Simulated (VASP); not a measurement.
Wanted: the native input for a VASP 6.6.1 run.

| Property | Result |
| --- | --- |
| Task | single point |
| Functional | PBEsol |
| Potentials or basis | VASP PAW PBE potentials, release 64 (Rb_sv) |
| Cutoff | 520 eV |
| k mesh | 14 × 14 × 14 |
| Occupations | gaussian, width 0.15 eV |
| Spin | no spin polarisation |
| Dipole correction | no |
| Further INCAR settings | ALGO = Fast; EDIFF = 1e-06; NBANDS = 10 |

The structure of Rb lies in POSCAR:

```
Rb
1.0
   -2.8060000000      2.8060000000      2.8060000000
    2.8060000000     -2.8060000000      2.8060000000
    2.8060000000      2.8060000000     -2.8060000000
Rb
1
Direct
    0.0000000000      0.0000000000      0.0000000000
```

One way to write it, as run:

INCAR

```
SYSTEM = Rb
ALGO = Fast
EDIFF = 1E-6
ENCUT = 520
GGA = PS
ISIF = 2
ISMEAR = 0
LASPH = .TRUE.
LCHARG = .FALSE.
LREAL = .FALSE.
LWAVE = .FALSE.
NBANDS = 10
NELM = 60
PREC = Accurate
SIGMA = 0.15
```

KPOINTS

```
k-points
0
G
  14 14 14
  0 0 0
```

Potentials or basis: VASP PAW PBE potentials, release 64 (Rb_sv).

Launch:

```console
$ cat potpaw_PBE.64/Rb_sv/POTCAR > POTCAR
$ mpirun -np 1 vasp_std > vasp.out
```

Results of the run:

```yaml
Pressure: -0.1 GPa
```

Caveat: the PAW data sets were made with another functional, which shifts forces and pressure a little.

Run time: 50 s on 1 thread of Intel(R) Xeon(R) Platinum 8259CL CPU @ 2.50GHz (Skylake/Cascade Lake), on a shared host, peak memory 0.25 GiB.
